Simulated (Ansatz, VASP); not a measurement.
Given: the input of a run of VASP 6.6.1 on SnO2.

Contents of INCAR:

```
ALGO = Normal
EDIFF = 1E-6
ENCUT = 520
GGA = PE
ISIF = 2
ISMEAR = -1
LASPH = True
LCHARG = True
LELF = True
LREAL = False
LVHAR = True
LWAVE = False
NBANDS = 35
NELM = 80
PREC = Accurate
SIGMA = 0.05
```

Contents of KPOINTS:

```
k-points
0
Gamma
  6 6 8
```

POSCAR

```
SnO2
1.0
    4.7880040000      0.0000000000      0.0000000000
    0.0000000000      4.8665820000      0.0000000000
    0.0000000000      0.0000000000      3.2408980000
Sn O
2 4
Direct
   -0.0015780000     -0.0003530000     -0.0089580000
    0.5046400000      0.5074660000      0.4955930000
    0.7005100000      0.6738550000     -0.0075490000
    0.2030960000      0.8186260000      0.4919440000
    0.7901310000      0.1781090000      0.4894110000
    0.2906530000      0.3197150000     -0.0076270000
```

Potentials or basis: VASP PAW PBE potentials, release 64 (Sn_d, O).

Command:

```console
$ cat potpaw_PBE.64/Sn_d/POTCAR potpaw_PBE.64/O/POTCAR > POTCAR
$ mpirun -np 1 vasp_std > vasp.out
```

Q: Set up the same calculation for Ansatz 0.2.0. Potentials there: all-electron LAPW, scalar-relativistic.

A: As run (the cutoff follows the program's own potentials):

Contents of input.yaml:

```yaml
crystal:
  lattice:
    - [4.788004, 0.0, 0.0]
    - [0.0, 4.866582, 0.0]
    - [0.0, 0.0, 3.240898]
  atoms:
    - { symbol: Sn, position: [-0.001578, -0.000353, -0.008958] }
    - { symbol: Sn, position: [0.50464, 0.507466, 0.495593] }
    - { symbol: O, position: [0.70051, 0.673855, -0.007549] }
    - { symbol: O, position: [0.203096, 0.818626, 0.491944] }
    - { symbol: O, position: [0.790131, 0.178109, 0.489411] }
    - { symbol: O, position: [0.290653, 0.319715, -0.007627] }
kpoints:
  mp_grid: { grid: [6, 6, 8] }
scf:
  occupations: { method: fermi_dirac, width: 0.05 }
hamiltonian:
  xc: pbe
  pseudopotentials: { kind: all_electron, lapw: { basis_error: 0.001 } }
output:
  forces: true
  stress: true
  eigenvalues: true
  populations: true
```

Potentials or basis: all-electron LAPW, scalar-relativistic.

Launch:

```sh
$ ansatz run input.yaml --threads 4 --pin off --max-ram 12288MiB --backend cpu --events-out ev --progress --plain --runs-dir out
```

Both were run:

|  | VASP | Ansatz | Ansatz less VASP |
| --- | --- | --- | --- |
| gap on the k mesh at the Fermi level (eV) | 0.76 | 0.78 | +0.015 |
| least direct gap on the mesh (eV) | 0.76 | 0.78 | +0.015 |
| pressure (GPa) | 0.6 | 0.0 | -0.59 |
| traceless stress, the component that is largest in VASP (GPa) | -0.61 | -0.48 | +0.122 |
| rms of the force components (eV/Å) | 0.434 | 0.426 | -0.0083 |

Atom by atom the forces differ by 0.013 eV/Å (rms over components). Ansatz ran all-electron here, and VASP with PAW potentials.
